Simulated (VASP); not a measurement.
P, 4 atoms in the cell. The cell holds a slab with vacuum, 4 atoms: a = 3.284 Å, b = 34.857 Å, c = 4.632 Å, α = 90.00°, β = 90.00°, γ = 90.00°.  This cell differs from its parent crystal: atom 1 (P) moved +0.263 Å towards its neighbour atom 4 (P) at 2.199 Å.

* Program: VASP 6.6.1
* Task: single point
* Functional: PBEsol
* Potentials or basis: VASP PAW PBE potentials, release 64 (P)
* Cutoff: 520 eV
* k mesh: 8 × 1 × 6
* Occupations: gaussian, width 0.05 eV
* Spin: no spin polarisation
* Dipole correction: no
* Further INCAR settings: ALGO = Normal; EDIFF = 1e-06; NBANDS = 18

Potentials or basis: VASP PAW PBE potentials, release 64 (P).

The run is started by

```console
$ cat potpaw_PBE.64/P/POTCAR > POTCAR
$ mpirun -np 1 vasp_std > vasp.out
```

Hardware: 1 thread of Intel(R) Xeon(R) Platinum 8488C (Sapphire Rapids), on a shared host.

Problem. Estimate the wall time of this run.

Solution. It took 3.3 min on 1 thread of Intel(R) Xeon(R) Platinum 8488C (Sapphire Rapids), on a shared host, peak memory 0.58 GiB. Counts: scf iterations 23, k points 26.
